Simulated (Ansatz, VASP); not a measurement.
## BePd in VASP and in Ansatz

File INCAR:

```
  PREC = Accurate
  ENCUT = 520
  EDIFF = 1E-6
  ISMEAR = -1
  SIGMA = 0.08
  LREAL = False
  LASPH = True
  NELM = 60
  ALGO = Normal
  ISIF = 2
  LWAVE = False
  LCHARG = True
  LELF = True
  LVHAR = True
  NBANDS = 13
```

File KPOINTS:

```
regular mesh
0
Gamma
  12 12 12
```

File POSCAR:

```
BePd
1.0
    2.7555757238      0.0000000000      0.0000000000
    0.0000000000      2.7555757238      0.0000000000
    0.0000000000      0.0000000000      2.7555757238
Be Pd
1 1
Direct
    0.0000000000      0.0000000000      0.0000000000
    0.5000000000      0.5000000000      0.5000000000
```

Input for Ansatz:

```yaml
crystal:
  lattice:
    - [2.7555757238, 0.0, 0.0]
    - [0.0, 2.7555757238, 0.0]
    - [0.0, 0.0, 2.7555757238]
  atoms:
    - { symbol: Be, position: [0.0, 0.0, 0.0] }
    - { symbol: Pd, position: [0.5, 0.5, 0.5] }
kpoints:
  mp_grid: { grid: [12, 12, 12] }
  band_path:
    path:
      - [0.0, 0.0, 0.0]
      - [0.0, 0.5, 0.0]
      - [0.5, 0.5, 0.0]
      - [0.0, 0.0, 0.0]
      - [0.5, 0.5, 0.5]
      - [0.0, 0.5, 0.0]
      - [0.5, 0.5, 0.5]
      - [0.5, 0.5, 0.0]
    npoints: 5
scf:
  occupations: { method: fermi_dirac, width: 0.08 }
hamiltonian:
  xc: lda
  pseudopotentials: { kind: all_electron, lapw: { basis_error: 0.001 } }
output:
  forces: true
  stress: true
  eigenvalues: true
```

Change from the starting cell: volume scaled by 0.94.

Alike in both runs: task single point; functional LDA; k mesh 12 × 12 × 12; occupations fermi-dirac, width 0.08 eV; no spin polarisation.

|  | VASP | Ansatz |
| --- | --- | --- |
| version | VASP 6.6.1 | Ansatz 0.2.0 |
| potentials or method | VASP PAW LDA potentials, release 64 (Be, Pd), cutoff 520 eV | all-electron LAPW, scalar-relativistic |

VASP gave:

| Quantity | Value |
| --- | --- |
| pressure (GPa) | 4.8 |

**Question.** What did Ansatz give for the same quantities?

**Answer.** Pressure (GPa): 4.0.

LDA's correlation is that of Perdew and Zunger in VASP and of Perdew and Wang (1992) in Ansatz. Ansatz ran all-electron here, and VASP with PAW potentials.
